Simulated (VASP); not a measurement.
# MgB2 (P6/mmm) in VASP: notebook, part 3 of 3

VASP 6.6.1. Earlier steps stand in the parts before.

## (7) Single point, r2SCAN+rVV10

POSCAR reads:

```
MgB2
1.0
    3.0897861850      0.0000000000      0.0000000000
   -1.5448930925      2.6758333285      0.0000000000
    0.0000000000      0.0000000000      3.5120909540
Mg B
1 2
Direct
    0.0000000000      0.0000000000      0.0000000000
    0.3333333333      0.6666666667      0.5000000000
    0.6666666667      0.3333333333      0.5000000000
```

INCAR.step1 reads:

```
ALGO = Normal
EDIFF = 1E-5
ENCUT = 920
GGA = PE
GGA_COMPAT = False
ISMEAR = 0
LASPH = True
LCHARG = False
LREAL = False
LWAVE = True
NBANDS = 15
NELM = 120
PREC = Accurate
SIGMA = 0.05
```

INCAR.step2 reads:

```
ALGO = Normal
BPARAM = 11.95
CPARAM = 0.0093
EDIFF = 1E-6
ENCUT = 920
GGA_COMPAT = False
ISIF = 2
ISMEAR = 0
ISTART = 1
IVDW_NL = 2
LASPH = True
LCHARG = False
LMIXTAU = True
LREAL = False
LUSE_VDW = True
LWAVE = False
METAGGA = R2SCAN
NBANDS = 15
NELM = 120
PREC = Accurate
SIGMA = 0.05
```

KPOINTS reads:

```
k-points
0
Gamma
  8 8 6
```

Potentials or basis: VASP PAW PBE potentials, release 64 (Mg_sv, B).

The run is started by

```
cat potpaw_PBE.64/Mg_sv/POTCAR potpaw_PBE.64/B/POTCAR > POTCAR
cp INCAR.step1 INCAR
mpirun -np 1 vasp_std > vasp.out
cp INCAR.step2 INCAR
mpirun -np 1 vasp_std > vasp.out
```

OUTCAR:

```text
BPARAM = 11.95
   EDIFF = 1E-6
   ENCUT = 920
   ISIF = 2
   ISMEAR = 0
   ISTART = 1
   IVDW_NL = 2
   LASPH = True
   LREAL = False
   METAGGA = R2SCAN
   NELM = 120
   PREC = Accurate

 ion  position               nearest neighbor table
   1  0.000  0.000  0.000-
   2  0.333  0.667  0.500-   3 1.78   3 1.78   3 1.78
   3  0.667  0.333  0.500-   2 1.78   2 1.78   2 1.78

  LATTYP: Found a hexagonal cell.
 ALAT       =     3.0897861850
 C/A-ratio  =     1.1366776676

  Lattice vectors:
[... 626 lines left out ...]

  FORCE on cell =-STRESS in cart. coord.  units (eV):
  Direction    XX          YY          ZZ          XY          YZ          ZX
  --------------------------------------------------------------------------------------
  -------------------------------------------------------------------------------------
  Total       -0.4366539     -0.4366539     -0.4973036     -0.0000000      0.0000000      0.0000000
  in kB      -24.0932118    -24.0932118    -27.4396747     -0.0000000      0.0000000      0.0000000
  external PRESSURE =     -25.2086994 kB  Pullay stress =       0.0000000 kB

 VOLUME and BASIS-vectors are now :
 -----------------------------------------------------------------------------
  energy-cutoff  :      920.00
  volume of cell :       29.04
      direct lattice vectors                 reciprocal lattice vectors
     3.089786185  0.000000000  0.000000000     0.323646990  0.186857677  0.000000000
    -1.544893092  2.675833328  0.000000000     0.000000000  0.373715354  0.000000000
     0.000000000  0.000000000  3.512090954     0.000000000  0.000000000  0.284730667

 POSITION                                       TOTAL-FORCE (eV/Angst)
 -----------------------------------------------------------------------------------
      0.00000      0.00000      0.00000         0.000000      0.000000     -0.000000
     -0.00000      1.78389      1.75605         0.000000      0.000000     -0.000000
      1.54489      0.89194      1.75605        -0.000000      0.000000      0.000000
 -----------------------------------------------------------------------------------
    total drift:                                0.000000     -0.000000      0.000000

  FREE ENERGIE OF THE ION-ELECTRON SYSTEM (eV)
  ---------------------------------------------------
  free  energy   TOTEN  =       -19.0454116284 eV

  energy  without entropy=      -19.0438291900  energy(sigma->0) =      -19.04462041
```

OUTCAR.step1:

```text
EDIFF = 1E-5
   ENCUT = 920
   GGA = PE
   ISMEAR = 0
[... 659 lines left out ...]
      0.00000      0.00000      0.00000         0.000000      0.000000     -0.000000
     -0.00000      1.78389      1.75605        -0.000000      0.000000     -0.000000
      1.54489      0.89194      1.75605         0.000000     -0.000000      0.000000
 -----------------------------------------------------------------------------------
    total drift:                                0.000000     -0.000000      0.000000

  FREE ENERGIE OF THE ION-ELECTRON SYSTEM (eV)
  ---------------------------------------------------
  free  energy   TOTEN  =       -15.2991392123 eV

  energy  without entropy=      -15.2966586473  energy(sigma->0) =      -15.29789893
```

OSZICAR.step1:

```text
N       E                     dE             d eps       ncg     rms          rms(c)
DAV:   1     0.128353200188E+03    0.12835E+03   -0.12828E+04  1200   0.174E+03
DAV:   2    -0.118401400367E+02   -0.14019E+03   -0.13327E+03  1382   0.391E+02
DAV:   3    -0.169168861937E+02   -0.50767E+01   -0.50112E+01  1813   0.681E+01
DAV:   4    -0.169973237803E+02   -0.80438E-01   -0.80392E-01  1335   0.797E+00
DAV:   5    -0.169989255229E+02   -0.16017E-02   -0.16017E-02  1691   0.918E-01    0.692E+00
DAV:   6    -0.155759485769E+02    0.14230E+01   -0.85848E-01  1473   0.697E+00    0.322E+00
DAV:   7    -0.153047293040E+02    0.27122E+00   -0.51333E-01  1522   0.463E+00    0.782E-01
DAV:   8    -0.153067223147E+02   -0.19930E-02   -0.63162E-02  1361   0.228E+00    0.502E-01
DAV:   9    -0.152991038979E+02    0.76184E-02   -0.68840E-03  1431   0.675E-01    0.602E-02
DAV:  10    -0.152991313448E+02   -0.27447E-04   -0.83001E-04  1459   0.244E-01    0.375E-02
DAV:  11    -0.152991606200E+02   -0.29275E-04   -0.30045E-05  1438   0.474E-02    0.225E-02
DAV:  12    -0.152991402497E+02    0.20370E-04   -0.36834E-05  1417   0.408E-02    0.855E-03
DAV:  13    -0.152991392123E+02    0.10374E-05   -0.17069E-06   719   0.137E-02
   1 F= -.15299139E+02 E0= -.15297899E+02  d E =-.248057E-02
```

Wall time 70 s (1 thread of Intel Xeon 6975P-C (Granite Rapids), shared host); peak memory 0.35 GiB.

Results:

```
Free energy            : -19.0454 eV
Pressure               : -2.5 GPa
Band gap on the k mesh : zero (bands 8 and 9 overlap by 2.68 eV)
```

Stress tensor (GPa, compression positive):
```
-2.41  0.00  0.00
 0.00 -2.41  0.00
 0.00  0.00 -2.74
```

Levels at points of the mesh, in eV from the Fermi level:
| k point | band 4 | band 5 | band 6 | band 7 | band 8 | band 9 | band 10 | band 11 | band 12 | band 13 |
| --- | --- | --- | --- | --- | --- | --- | --- | --- | --- | --- |
| (0.00, 0.00, 0.00) | -43.37 | -13.26 | -3.12 | 0.32 | 0.32 | 1.97 | 6.53 | 6.53 | 8.34 | 10.73 |
| (0.50, 0.00, 0.00) | -43.36 | -9.23 | -8.33 | -2.38 | 0.19 | 3.27 | 4.02 | 5.76 | 7.88 | 13.57 |
| (0.00, 0.00, 0.50) | -43.38 | -11.95 | -7.79 | 0.73 | 0.73 | 6.85 | 6.85 | 8.46 | 10.26 | 11.03 |
| (0.50, 0.00, 0.50) | -43.37 | -8.22 | -7.40 | -3.80 | -2.07 | -1.29 | 5.94 | 9.43 | 9.63 | 14.25 |

Caveat: the PAW data sets were made with another functional, which shifts forces and pressure a little.

## (8) Overview

```csv
level,cell,gap on the mesh (eV),pressure (GPa)
r2SCAN,"a = 3.090, b = 3.090, c = 3.512 Å, angles 90.0, 90.0, 120.0°, 3 atoms",none,-2.1
r2SCAN+rVV10,"a = 3.107, b = 3.107, c = 3.549 Å, angles 90.0, 90.0, 120.0°, 3 atoms",none,-5.4
r2SCAN+rVV10,"a = 3.078, b = 3.078, c = 3.477 Å, angles 90.0, 90.0, 120.0°, 3 atoms",none,0.0
r2SCAN+rVV10,"a = 3.094, b = 3.094, c = 3.511 Å, angles 90.0, 90.0, 120.0°, 3 atoms",none,-2.9
r2SCAN,"a = 3.094, b = 3.094, c = 3.521 Å, angles 90.0, 90.0, 120.0°, 3 atoms",none,-2.8
r2SCAN+rVV10,"a = 3.090, b = 3.090, c = 3.512 Å, angles 90.0, 90.0, 120.0°, 3 atoms",none,-2.5
```

Alike in all rows: task single point; potentials or basis VASP PAW PBE potentials, release 64 (Mg_sv, B); no spin polarisation; k mesh 8 × 8 × 6; cutoff (eV) 920; smearing gaussian 0.05 eV.

Caveats: the PAW data sets were made with another functional, which shifts forces and pressure a little; the cell stands under tension (at least some runs).

Total energies depend on the potentials used, so only differences within one code and one set of settings carry meaning.
